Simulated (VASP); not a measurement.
## Ni: single point with LDA

Ni:

```xyz
2
Lattice="2.4480 0.0000 0.0000 -1.2240 2.1200 0.0000 0.0000 0.0000 4.0728" Properties=species:S:1:pos:R:3 pbc="T T T"
Ni    0.0000    1.4134    1.0182
Ni    1.2240    0.7067    3.0546
```

```
Program                : VASP 6.6.1
Task                   : single point
Functional             : LDA
Potentials or basis    : VASP PAW LDA potentials, release 64 (Ni)
Cutoff                 : 520 eV
k mesh                 : 4 × 4 × 2
Occupations            : fermi-dirac, width 0.15 eV
Spin                   : collinear spin, ferromagnetic start
Starting moments       : [1.0, 1.0] μB
Dipole correction      : no
Further INCAR settings : ALGO = Normal; EDIFF = 1e-06; NBANDS = 21
```

```yaml
Pressure: -10.3 GPa
Net_moment: 1.27 μB per cell
Site_moments: Ni +0.64 μB
Valence_electrons_inside_the_program's_atomic_spheres: Ni 9.38
```

Stress tensor (GPa, compression positive):
```
-12.08   0.00   0.00
  0.00 -12.08   0.00
  0.00   0.00  -6.63
```

Levels at points of the mesh, in eV from the Fermi level:
Spin up:
| k point | band 7 | band 8 | band 9 | band 10 | band 11 | band 12 | band 13 | band 14 |
| --- | --- | --- | --- | --- | --- | --- | --- | --- |
| (0.00, 0.00, 0.00) | -2.14 | -1.65 | -1.65 | -0.71 | -0.71 | -0.59 | 5.58 | 23.07 |
| (0.50, 0.00, 0.00) | -2.11 | -0.55 | -0.54 | -0.43 | 1.23 | 3.16 | 9.36 | 9.88 |
| (0.00, 0.00, 0.50) | -2.44 | -2.44 | -1.01 | -1.01 | -1.01 | -1.01 | 14.17 | 14.17 |
| (0.50, 0.00, 0.50) | -0.99 | -0.99 | -0.48 | -0.48 | 1.43 | 1.43 | 7.00 | 7.00 |
Spin down:
| k point | band 5 | band 6 | band 7 | band 8 | band 9 | band 10 | band 11 | band 12 | band 13 | band 14 |
| --- | --- | --- | --- | --- | --- | --- | --- | --- | --- | --- |
| (0.00, 0.00, 0.00) | -1.83 | -1.55 | -1.55 | -0.99 | -0.99 | -0.53 | -0.01 | -0.01 | 5.97 | 23.05 |
| (0.50, 0.00, 0.00) | -1.85 | -1.81 | -1.54 | 0.10 | 0.16 | 0.23 | 1.67 | 3.52 | 9.57 | 10.03 |
| (0.00, 0.00, 0.50) | -1.86 | -1.86 | -1.86 | -1.86 | -0.33 | -0.33 | -0.33 | -0.33 | 14.36 | 14.36 |
| (0.50, 0.00, 0.50) | -0.93 | -0.93 | -0.44 | -0.44 | 0.18 | 0.18 | 1.64 | 1.64 | 7.34 | 7.34 |

Run time: 16 s on 1 thread of Intel Xeon 6975P-C, on a shared host, peak memory 0.12 GiB.

Caveat: the k points lie up to 0.77 Å⁻¹ apart.
